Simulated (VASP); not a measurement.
Runs of VASP 6.6.1 on AlRu. The structure is that of space group Pm-3m (No. 221), or close to it. The cells are those of the table. 

| cell | further INCAR settings | gap on the mesh (eV) | pressure (GPa) |
| --- | --- | --- | --- |
| a = 2.914, b = 2.914, c = 3.049 Å, 2 atoms | ALGO = Fast; EDIFF = 1e-07; NBANDS = 16 | none | 10.6 |
| a = 3.004, b = 3.004, c = 3.094 Å, 2 atoms | ALGO = Fast; EDIFF = 1e-06; NBANDS = 16 | none | -5.6 |
| a = 2.914, b = 2.914, c = 3.004 Å, 2 atoms | ALGO = Fast; EDIFF = 1e-06; NBANDS = 16 | none | (b) |
| a = 2.914, b = 2.914, c = 2.959 Å, 2 atoms | ALGO = Fast; EDIFF = 1e-06; NBANDS = 16 | none | 18.2 |
| a = 3.094 Å, 2 atoms | ALGO = Fast; EDIFF = 1e-06; NBANDS = 16 | none | (a) |

Alike in all rows: task single point; level PBE; potentials or basis VASP PAW PBE potentials, release 64 (Al, Ru_pv); no spin polarisation; k mesh 20 × 20 × 20; cutoff (eV) 520; smearing gaussian 0.15 eV.

Task: Fill in the values left out.

Result: (a) -14.9; (b) 14.2.

A k mesh can miss the band edges, and the runs leave out spin-orbit coupling on Ru.

A gap of «none» marks levels without a gap at the run's occupations.
